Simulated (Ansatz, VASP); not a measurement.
**B2N: VASP beside Ansatz**

```
B N
1.0
     3.58276    0.00000    0.00000
    -1.79138    3.10276    0.00000
     0.00000    0.00000    1.75944
B N
2 1
Direct
  0.33333 0.66667 0.00000
  0.66667 0.33333 0.00000
  0.00000 0.00000 0.00000
```

Alike in both runs: functional PBE; k mesh 5 × 5 × 9; occupations gaussian, width 0.2 eV; no spin polarisation.

Ansatz relaxed the structure, and its values are those at the end. VASP's run is a single point on that final structure, the one shown.

```csv
,VASP,Ansatz
version,VASP 6.6.1,Ansatz 0.2.0
potentials or method,"VASP PAW PBE potentials, release 64 (B, N), cutoff 600 eV","scalar-relativistic, plane waves, PAW"
valence electrons in the cell,11,11
```

Ansatz gave:

| Property | Result |
| --- | --- |
| gap on the k mesh at the Fermi level (eV) | none |
| pressure (GPa) | 0.1 |

Question: Which values does VASP return?

Answer: gap on the k mesh at the Fermi level (eV): none; pressure (GPa): -0.1.

A gap of «none» marks a metal or a gap that the smearing closes. The functional is the same, so the differences come from potentials, cutoffs and numerics.

The k mesh is coarse, so the values compare programs but aren't converged.
